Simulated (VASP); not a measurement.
# SnSe (I4/mmm) in VASP: further runs

Runs on SnSe. Level: LDA. Tasks: electric field gradients.

All numbers are computed with VASP 6.6.1; they aren't measurements. Logs are shortened: lines on timing, memory, paths and dates and some standing lists are left out, and cuts for length are marked.

### 1 The cell of the first run

It takes space group I4/mmm (No. 139, tetragonal). Conventional cell: a = 4.384 Å, b = 4.384 Å, c = 6.020 Å, α = 90.00°, β = 90.00°, γ = 90.00°. Sn (site symmetry 4/mmm) has 6 Se at 3.01 to 3.10 Å within 4.0 Å. Se (site symmetry 4/mmm) has 6 Sn at 3.01 to 3.10 Å within 4.0 Å.

### 2 Electric field gradients, LDA (equal xx and yy strain of +3 %)

INCAR

```
PREC     = Accurate       # precision mode
ENCUT    = 520            # plane-wave cutoff, eV
EDIFF    = 1E-8           # SCF threshold, eV
ISMEAR   = -1             # smearing method
SIGMA    = 0.02           # smearing width, eV
LREAL    = F              # projectors in reciprocal space
LASPH    = T              # aspherical terms in the spheres
NELM     = 100            # most SCF steps
ALGO     = Normal         # electronic algorithm
ISIF     = 2              # what is computed and relaxed
LWAVE    = F              # write WAVECAR
LCHARG   = F              # write CHGCAR
LEFG     = T            
NBANDS   = 17             # bands
```

KPOINTS

```
Automatic mesh
0
Gamma
  9 9 9
```

POSCAR

```
SnSe
1.0
    0.0000000000      3.1003000000      3.0100000000
    3.1003000000      0.0000000000      3.0100000000
    3.1003000000      3.1003000000      0.0000000000
Sn Se
1 1
Direct
    0.0000000000      0.0000000000      0.0000000000
    0.5000000000      0.5000000000      0.5000000000
```

Potentials or basis: VASP PAW LDA potentials, release 64 (Sn_d, Se).

On the command line:

```bash
> cat potpaw_LDA.64/Sn_d/POTCAR potpaw_LDA.64/Se/POTCAR > POTCAR
> mpirun -np 1 vasp_std > vasp.out
```

OUTCAR:

```text
PREC = Accurate
   ENCUT = 520
   EDIFF = 1E-8
   ISMEAR = -1
   LREAL = F
   LASPH = T
   NELM = 100
   ISIF = 2

 ion  position               nearest neighbor table
   1  0.000  0.000  0.000-   2 3.01   2 3.01   2 3.10   2 3.10   2 3.10   2 3.10
   2  0.500  0.500  0.500-   1 3.01   1 3.01   1 3.10   1 3.10   1 3.10   1 3.10

  LATTYP: Found a body centered tetragonal cell.
 ALAT       =     4.3844863074
 C/A-ratio  =     1.3730228761

  Lattice vectors:

 A1 = (   0.0000000000,  -3.1003000000,  -3.0100000000)
 A2 = (   0.0000000000,   3.1003000000,  -3.0100000000)
 A3 = (   3.1003000000,   0.0000000000,   3.0100000000)

Analysis of symmetry for initial positions (statically):
=====================================================================
 Subroutine PRICEL returns:
 Original cell was already a primitive cell.

 Routine SETGRP: Setting up the symmetry group for a
 body centered tetragonal supercell.

 Subroutine GETGRP returns: Found 16 space group operations
 (whereof 16 operations were pure point group operations)
 out of a pool of 16 trial point group operations.

The static configuration has the point symmetry D_4h.

Analysis of symmetry for dynamics (positions and initial velocities):
=====================================================================
 Subroutine PRICEL returns:
 Original cell was already a primitive cell.

 Routine SETGRP: Setting up the symmetry group for a
 body centered tetragonal supercell.

 Subroutine GETGRP returns: Found 16 space group operations
 (whereof 16 operations were pure point group operations)
 out of a pool of 16 trial point group operations.

The dynamic configuration has the point symmetry D_4h.

 Subroutine INISYM returns: Found 16 space group operations
 (whereof 16 operations are pure point group operations),
 and found     1 'primitive' translations

----------------------------------------------------------------------------------------

                                     Primitive cell

  volume of cell :      57.8634

  direct lattice vectors                    reciprocal lattice vectors
     0.000000000  3.100300000  3.010000000    -0.161274715  0.161274715  0.166112957
     3.100300000  0.000000000  3.010000000     0.161274715 -0.161274715  0.166112957
     3.100300000  3.100300000  0.000000000     0.161274715  0.161274715 -0.166112957

  length of vectors
     4.321106350  4.321106350  4.384486307     0.282157017  0.282157017  0.282157017

  position of ions in fractional coordinates (direct lattice)
     0.000000000  0.000000000  0.000000000
     0.500000000  0.500000000  0.500000000

  ion indices of the primitive-cell ions
   primitive index   ion index
                 1           1
                 2           2

----------------------------------------------------------------------------------------

 KPOINTS: Automatic mesh

Automatic generation of k-mesh.
 Grid dimensions read from file:
 generate k-points for:    9    9    9

 Generating k-lattice:

  Cartesian coordinates                     Fractional coordinates (reciprocal lattice)
    -0.017919413  0.017919413  0.018456995     0.111111111 -0.000000000  0.000000000
     0.017919413 -0.017919413  0.018456995    -0.000000000  0.111111111  0.000000000
     0.017919413  0.017919413 -0.018456995     0.000000000  0.000000000  0.111111111

  Length of vectors
     0.031350780  0.031350780  0.031350780

  Shift w.r.t. Gamma in fractional coordinates (k-lattice)
     0.000000000  0.000000000  0.000000000

 Subroutine IBZKPT returns following result:
 ===========================================

 Found     75 irreducible k-points:

 Following reciprocal coordinates:
            Coordinates               Weight
  0.000000  0.000000  0.000000      1.000000
  0.111111 -0.000000  0.000000      8.000000
  0.222222 -0.000000  0.000000      8.000000
  0.333333  0.000000  0.000000      8.000000
  0.444444 -0.000000  0.000000      8.000000
  0.111111  0.111111  0.000000      2.000000
[... 16 lines left out ...]
 -0.333333  0.333333  0.000000      4.000000
  0.444444  0.444444  0.000000      2.000000
 [... further k-points ...]
   k-points           NKPTS =     75   k-points in BZ     NKDIM =     75   number of bands    NBANDS=     17
   number of dos      NEDOS =    301   number of ions     NIONS =      2
   total plane-waves  NPLWV =  36864
   dimension x,y,z NGX =    32 NGY =   32 NGZ =   36
   dimension x,y,z NGXF=    64 NGYF=   64 NGZF=   72
   ions per type =               1   1
   NGX,Y,Z   is equivalent  to a cutoff of  12.31, 12.31, 13.65 a.u.
   NGXF,Y,Z  is equivalent  to a cutoff of  24.62, 24.62, 27.30 a.u.
 SYSTEM =  unknown system
   PREC   = accura    normal or accurate (medium, high low for compatibility)
   ISTART =      0    job   : 0-new  1-cont  2-samecut
   ICHARG =      2    charge: 1-file 2-atom 10-const
   ISPIN  =      1    spin polarized calculation?
   LNONCOLLINEAR =      F non collinear calculations
   LSORBIT =      F    spin-orbit coupling
   LASPH  =      T    aspherical Exc in radial PAW
   ENCUT  =  520.0 eV  38.22 Ry    6.18 a.u.   8.03  8.03  8.15*2*pi/ulx,y,z
   NELM   =    100;   NELMIN=  2; NELMDL= -5     # of ELM steps
   EDIFF  = 0.1E-07   stopping-criterion for ELM
   LREAL  =      F    real-space projection
   EDIFFG = 0.1E-06   stopping-criterion for IOM
   NSW    =      0    number of steps for IOM
   IBRION =     -1    ionic relax: 0-MD 1-quasi-New 2-CG
   NFREE  =      0    steps in history (QN), initial steepest desc. (CG)
   ISIF   =      2    stress and relaxation
   ISYM   =      2    0-nonsym 1-usesym 2-fastsym
   POTIM  = 0.5000    time-step for ionic-motion
   TEBEG  =    0.0;   TEEND  =   0.0 temperature during run
   PSTRESS=    0.0 pullay stress
   NELECT =      20.0000    total number of electrons
   NUPDOWN=      -1.0000    fix difference up-down
   EMIN   =  10.00;   EMAX   =-10.00  energy-range for DOS
   EFERMI =   0.00;   METHOD = LEGACY
   ISMEAR =    -1;   SIGMA  =   0.02  broadening in eV -4-tet -1-fermi 0-gaus
   EFERMI_NEDOS =   21; number of points for ismear=-14 and -15
   IALGO  =     38    algorithm
   IMIX   =      4    mixing-type and parameters
     AMIX     =   0.40;   BMIX     =  1.00
     AMIX_MAG =   1.60;   BMIX_MAG =  1.00
  volume/ion in A,a.u.               =      28.93       195.24
  Fermi-wavevector in a.u.,A,eV,Ry     =   1.148903  2.171113 17.959405  1.319979
  Thomas-Fermi vector in A             =   2.285576
   LORBIT       =      0    0 simple, 1 ext, 2 COOP (PROOUT), +10 PAW based schemes
   GGA     = CA    functional components
   LHFCALC =     F    Hartree Fock is set to
   AEXX    =    0.0000 exact exchange contribution
   IVDW    =     0    specifies the selected vdW correction
   LEPSILON=     F    determine dielectric tensor
   LRPA    =     F    only Hartree local field effects (RPA)
 non-spin polarized calculation
  energy-cutoff  :      520.00
  volume of cell :       57.86
 maximum number of plane-waves:      1575
   NGX = 17   NGY = 17   NGZ = 17

 number of electron      19.9999997 magnetization

 Free energy of the ion-electron system (eV)
  ---------------------------------------------------
  ext. energy  EPLUGINS =         0.00000000
  ---------------------------------------------------
  free energy    TOTEN  =        -9.36924351 eV

  energy without entropy =       -9.36924351  energy(sigma->0) =       -9.36924351

 E-fermi :   4.9375     XC(G=0):  -9.6211

 val. band max:        4.6361165176   @ k =  -0.3333   0.0000   0.1111
 cond. band min:       5.2300249902   @ k =  -0.3333   0.1111   0.0000
 fundamental gap:      0.5939084725
 Fermi energy:         4.9375368239

 k-point     1 :       0.0000    0.0000    0.0000
  band No.  band energies     occupation
      1     -16.7390      2.00000
      2     -16.7389      2.00000
      3     -16.7291      2.00000
      4     -16.7291      2.00000
      5     -16.7255      2.00000
      6      -8.7076      2.00000
[... 9 lines left out ...]
     16      10.8462      0.00000
     17      12.7110      0.00000
[... 441 lines left out ...]
 k-point    24 :       0.4444    0.4444    0.0000
  band No.  band energies     occupation
      1     -16.7472      2.00000
      2     -16.7443      2.00000
      3     -16.7324      2.00000
      4     -16.7147      2.00000
      5     -16.7147      2.00000
      6      -7.6445      2.00000
[... 9 lines left out ...]
     16      15.7824      0.00000
     17      16.8654      0.00000

 [... further k-points ...]

------------------------ aborting loop because EDIFF is reached ----------------------------------------

  FORCE on cell =-STRESS in cart. coord.  units (eV):
  Direction    XX          YY          ZZ          XY          YZ          ZX
  --------------------------------------------------------------------------------------
  -------------------------------------------------------------------------------------
  Total       -2.2784915     -2.2784915     -1.3367950      0.0000000      0.0000000      0.0000000
  in kB      -63.0890602    -63.0890602    -37.0144641      0.0000000      0.0000000      0.0000000
  external PRESSURE =     -54.3975282 kB  Pullay stress =       0.0000000 kB

 VOLUME and BASIS-vectors are now :
 -----------------------------------------------------------------------------
  energy-cutoff  :      520.00
  volume of cell :       57.86
      direct lattice vectors                 reciprocal lattice vectors
     0.000000000  3.100300000  3.010000000    -0.161274715  0.161274715  0.166112957
     3.100300000  0.000000000  3.010000000     0.161274715 -0.161274715  0.166112957
     3.100300000  3.100300000  0.000000000     0.161274715  0.161274715 -0.166112957

 POSITION                                       TOTAL-FORCE (eV/Angst)
 -----------------------------------------------------------------------------------
      0.00000      0.00000      0.00000         0.000000     -0.000000      0.000000
      3.10030      3.10030      3.01000        -0.000000      0.000000     -0.000000
 -----------------------------------------------------------------------------------
    total drift:                                0.000000     -0.000000     -0.000000

  FREE ENERGIE OF THE ION-ELECTRON SYSTEM (eV)
  ---------------------------------------------------
  free  energy   TOTEN  =        -9.3692435136 eV

  energy  without entropy=       -9.3692435052  energy(sigma->0) =       -9.36924351

 Electric field gradients (V/A^2)
---------------------------------------------------------------------
 ion       V_xx      V_yy      V_zz      V_xy      V_xz      V_yz
---------------------------------------------------------------------
   1      20.706    20.706   -41.412     0.001    -0.000    -0.000
   2       1.819     1.819    -3.637     0.000    -0.000    -0.000
---------------------------------------------------------------------

 Electric field gradients after diagonalization (V/A^2)
 (convention: |V_zz| > |V_xx| > |V_yy|)
----------------------------------------------------------------------
 ion       V_xx      V_yy      V_zz     asymmetry (V_yy - V_xx)/ V_zz
----------------------------------------------------------------------
   1      20.707    20.705   -41.412       0.000
   2       1.819     1.819    -3.637       0.000
----------------------------------------------------------------------

           NMR quadrupolar parameters

 Cq : quadrupolar parameter    Cq=e*Q*V_zz/h
 eta: asymmetry parameters     (V_yy - V_xx)/ V_zz
 Q  : nuclear electric quadrupole moment in mb (millibarn)
----------------------------------------------------------------------
 ion       Cq(MHz)       eta       Q (mb)
----------------------------------------------------------------------
   1      -0.100       0.000       1.000
   2      -0.009       0.000       1.000
----------------------------------------------------------------------
```

Run time: 44 s. Hardware: 1 thread of Intel Xeon Platinum 8488C (Sapphire Rapids), shared host; peak memory 0.21 GiB.

What came out:

```yaml
Free_energy: -9.3692 eV
Pressure: -5.4 GPa
Band_gap_on_the_k_mesh: 0.59 eV, indirect (least direct gap 0.63 eV)
```

Levels at points of the mesh, in eV from the valence-band top:
| k point | band 7 | band 8 | band 9 | band 10 | band 11 | band 12 | band 13 | band 14 |
| --- | --- | --- | --- | --- | --- | --- | --- | --- |
| (0.00, 0.00, 0.00) | -5.21 | -2.05 | -1.76 | -1.76 | 3.93 | 3.93 | 4.60 | 6.00 |

Electric field gradients, principal values (V/Å²):
```tsv
atom	least	middle	greatest (by size)
1 Sn	20.705	20.707	-41.412
2 Se	1.819	1.819	-3.637
```

Caveat: the cell differs from its parent crystal (equal xx and yy strain of +3 %); without QUAD_EFG the Cq values of the log hold for a quadrupole moment of 1 mb, not for the nuclei; spin-orbit coupling is left out, which moves the levels of the heavy elements.

### 3 Electric field gradients, LDA (zz strain of -3 %)

INCAR

```
SYSTEM = SnSe
PREC = Accurate ; ENCUT = 520
EDIFF = 1E-8 ; ISMEAR = -1
SIGMA = 0.02 ; LREAL = .FALSE.
LASPH = .TRUE. ; NELM = 60
ALGO = Normal ; ISIF = 2
LWAVE = .FALSE. ; LCHARG = .FALSE.
LEFG = .TRUE. ; NBANDS = 17
```

KPOINTS

```
regular mesh
0
G
  9 9 9
  0 0 0
```

POSCAR

```
SnSe
1.0
    0.0000000000      3.0100000000      2.9197000000
    3.0100000000      0.0000000000      2.9197000000
    3.0100000000      3.0100000000      0.0000000000
Sn Se
1 1
Direct
    0.0000000000      0.0000000000      0.0000000000
    0.5000000000      0.5000000000      0.5000000000
```

Potentials or basis: VASP PAW LDA potentials, release 64 (Sn_d, Se).

On the command line:

```bash
> cat potpaw_LDA.64/Sn_d/POTCAR potpaw_LDA.64/Se/POTCAR > POTCAR
> mpirun -np 1 vasp_std > vasp.out
```

OUTCAR:

```text
SYSTEM = SnSe
   PREC = Accurate
   ENCUT = 520
   EDIFF = 1E-8
   ISMEAR = -1
   LREAL = .FALSE.
   LASPH = .TRUE.
   NELM = 60
   ISIF = 2

 ion  position               nearest neighbor table
   1  0.000  0.000  0.000-   2 2.92   2 2.92   2 3.01   2 3.01   2 3.01   2 3.01
   2  0.500  0.500  0.500-   1 2.92   1 2.92   1 3.01   1 3.01   1 3.01   1 3.01

  LATTYP: Found a body centered tetragonal cell.
 ALAT       =     4.2567828227
 C/A-ratio  =     1.3717871555

  Lattice vectors:

 A1 = (   0.0000000000,  -3.0100000000,  -2.9197000000)
 A2 = (   0.0000000000,   3.0100000000,  -2.9197000000)
 A3 = (   3.0100000000,   0.0000000000,   2.9197000000)

Analysis of symmetry for initial positions (statically):
=====================================================================
 Subroutine PRICEL returns:
 Original cell was already a primitive cell.

 Routine SETGRP: Setting up the symmetry group for a
 body centered tetragonal supercell.

[... 668 lines left out ...]
      direct lattice vectors                 reciprocal lattice vectors
     0.000000000  3.010000000  2.919700000    -0.166112957  0.166112957  0.171250471
     3.010000000  0.000000000  2.919700000     0.166112957 -0.166112957  0.171250471
     3.010000000  3.010000000  0.000000000     0.166112957  0.166112957 -0.171250471

 POSITION                                       TOTAL-FORCE (eV/Angst)
 -----------------------------------------------------------------------------------
      0.00000      0.00000      0.00000         0.000000      0.000000      0.000000
      3.01000      3.01000      2.91970         0.000000     -0.000000      0.000000
 -----------------------------------------------------------------------------------
    total drift:                                0.000000     -0.000000     -0.000000

  FREE ENERGIE OF THE ION-ELECTRON SYSTEM (eV)
  ---------------------------------------------------
  free  energy   TOTEN  =        -9.4805641520 eV

  energy  without entropy=       -9.4805633639  energy(sigma->0) =       -9.48056376

 Electric field gradients (V/A^2)
---------------------------------------------------------------------
 ion       V_xx      V_yy      V_zz      V_xy      V_xz      V_yz
---------------------------------------------------------------------
   1      22.542    22.542   -45.085     0.001     0.003     0.003
   2       3.395     3.395    -6.789     0.000     0.000     0.000
---------------------------------------------------------------------

 Electric field gradients after diagonalization (V/A^2)
 (convention: |V_zz| > |V_xx| > |V_yy|)
----------------------------------------------------------------------
 ion       V_xx      V_yy      V_zz     asymmetry (V_yy - V_xx)/ V_zz
----------------------------------------------------------------------
   1      22.543    22.542   -45.085       0.000
   2       3.395     3.394    -6.789       0.000
----------------------------------------------------------------------

           NMR quadrupolar parameters

 Cq : quadrupolar parameter    Cq=e*Q*V_zz/h
 eta: asymmetry parameters     (V_yy - V_xx)/ V_zz
 Q  : nuclear electric quadrupole moment in mb (millibarn)
----------------------------------------------------------------------
 ion       Cq(MHz)       eta       Q (mb)
----------------------------------------------------------------------
   1      -0.109       0.000       1.000
   2      -0.016       0.000       1.000
----------------------------------------------------------------------
```

OSZICAR:

```text
N       E                     dE             d eps       ncg     rms          rms(c)
DAV:   1     0.134158101654E+03    0.13416E+03   -0.97943E+03  2585   0.146E+03
DAV:   2     0.366077966575E+01   -0.13050E+03   -0.12626E+03  2775   0.353E+02
DAV:   3    -0.931946882961E+01   -0.12980E+02   -0.12804E+02  3147   0.959E+01
DAV:   4    -0.965248249701E+01   -0.33301E+00   -0.33279E+00  3075   0.162E+01
DAV:   5    -0.966149572236E+01   -0.90132E-02   -0.90128E-02  3680   0.267E+00    0.331E+00
DAV:   6    -0.948876595980E+01    0.17273E+00   -0.41803E-01  3811   0.387E+00    0.199E+00
DAV:   7    -0.948210557432E+01    0.66604E-02   -0.63962E-02  3150   0.115E+00    0.929E-01
DAV:   8    -0.948074115691E+01    0.13644E-02   -0.65206E-03  3153   0.691E-01    0.799E-02
DAV:   9    -0.948055998223E+01    0.18117E-03   -0.12256E-03  3738   0.264E-01    0.398E-02
DAV:  10    -0.948056347927E+01   -0.34970E-05   -0.94547E-05  3055   0.572E-02    0.868E-03
DAV:  11    -0.948056418229E+01   -0.70302E-06   -0.56628E-06  3441   0.174E-02    0.283E-03
DAV:  12    -0.948056414745E+01    0.34834E-07   -0.44878E-07  3450   0.977E-03    0.658E-04
DAV:  13    -0.948056415202E+01   -0.45725E-08   -0.29536E-08  3018   0.134E-03
   1 F= -.94805642E+01 E0= -.94805638E+01  d E =-.788103E-06
```

stdout:

```text
POSCAR found type information on POSCAR SnSe
 POSCAR found :  2 types and       2 ions
 scaLAPACK will be used
 LDA part: xc-table for (Slater(with rela. corr.)+CA(PZ))
 , standard interpolation
 POSCAR, INCAR and KPOINTS ok, starting setup
 FFT: planning ... GRIDC
 FFT: planning ... GRID_SOFT
 FFT: planning ... GRID
 WAVECAR not read
 entering main loop
ion   1

ion   2
```

It took 52 s on 1 thread of Intel Xeon Platinum 8488C (Sapphire Rapids), shared host; peak memory 0.2 GiB.

What came out:

- Free energy: -9.4806 eV
- Pressure: -1.5 GPa
- Band gap on the k mesh: 0.40 eV, indirect (least direct gap 0.44 eV)

Electric field gradients, principal values (V/Å²):
```csv
atom,least,middle,greatest (by size)
1 Sn,22.542,22.543,-45.085
2 Se,3.394,3.395,-6.789
```

Caveat: the cell differs from its parent crystal (zz strain of -3 %); without QUAD_EFG the Cq values of the log hold for a quadrupole moment of 1 mb, not for the nuclei; spin-orbit coupling is left out, which moves the levels of the heavy elements. A k mesh can miss the band edges.
